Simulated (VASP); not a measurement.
The system is Si.

```
Si
1.0
    -1.62691    1.62691    1.32033
     1.62691   -1.62691    1.32033
     1.62691    1.62691   -1.32033
Si
1
Direct
  0.00000 0.00000 0.00000
```

* Program: VASP 6.6.1
* Task: relaxation of cell and atoms
* Functional: revPBE
* Dispersion: D4
* Potentials or basis: VASP PAW PBE potentials, release 64 (Si)
* Cutoff: 600 eV
* k mesh: 13 × 13 × 13
* Occupations: fermi-dirac, width 0.05 eV
* Spin: no spin polarisation

At the start: pressure -5.0 GPa; volume 13.98 Å³/atom.

**Question.** Where does the relaxation end?

**Answer.** Over 10 steps the energy falls by 18.0 meV/atom and the volume is 13.36 Å³/atom (-4.5 %); space group I4/mmm (No. 139, to 0.1 Å) before and after.

The path:
| step | energy change (eV) | largest force (eV/Å) | pressure (GPa) | volume (Å³) |
| --- | --- | --- | --- | --- |
| 1 | 0.0000 | 0.0000 | -4.95 | 13.98 |
| 2 | -0.0131 | 0.0000 | 1.65 | 13.12 |
| 3 | -0.0135 | 0.0000 | 0.65 | 13.24 |
| 4 | -0.0165 | 0.0000 | 1.04 | 13.22 |
| 5 | -0.0162 | 0.0000 | 1.56 | 13.19 |
| 6 | -0.0174 | 0.0000 | 1.26 | 13.21 |
| 7 | -0.0174 | 0.0000 | 1.31 | 13.21 |
| 8 | -0.0178 | 0.0000 | -0.63 | 13.43 |
| 9 | -0.0180 | 0.0000 | 0.07 | 13.35 |
| 10 | -0.0180 | 0.0000 | 0.00 | 13.36 |

Final structure:
```
Si
1.0
    -1.62564    1.62564    1.26342
     1.62564   -1.62564    1.26342
     1.62564    1.62564   -1.26342
Si
1
Direct
  0.00000 0.00000 0.00000
```

Caveat: the PAW data sets were made with another functional, which shifts forces and pressure a little.
